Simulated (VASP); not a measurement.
LiCl:

```xyz
4
Lattice="3.5749 0.0000 0.0000 -1.7875 3.0960 0.0000 0.0000 0.0000 6.0241" Properties=species:S:1:pos:R:3 pbc="T T T"
Li    0.0000    0.0000    0.0000
Li    0.0000    0.0000    3.0120
Cl    0.0000    2.0640    1.5060
Cl    1.7875    1.0320    4.5181
```

Base run:

| Quantity | Value |
| --- | --- |
| Program | VASP 6.6.1 |
| Functional | r2SCAN |
| Potentials or basis | VASP PAW PBE potentials, release 64 (Li_sv, Cl) |
| Cutoff | 520 eV |
| k mesh | 6 × 6 × 4 |
| Occupations | gaussian, width 0.01 eV |
| Spin | no spin polarisation |

Its results: band gap on the k mesh 7.33 eV, direct.

The run is repeated on the same cell with these changes: functional from r2SCAN to PBE; further incar settings from ALGO = Normal; EDIFF = 1e-06; NBANDS = 18 to ALGO = Normal; EDIFF = 1e-07; NBANDS = 18. What comes out?

Band gap on the k mesh 6.37 eV, direct.

A k mesh can miss the band edges.
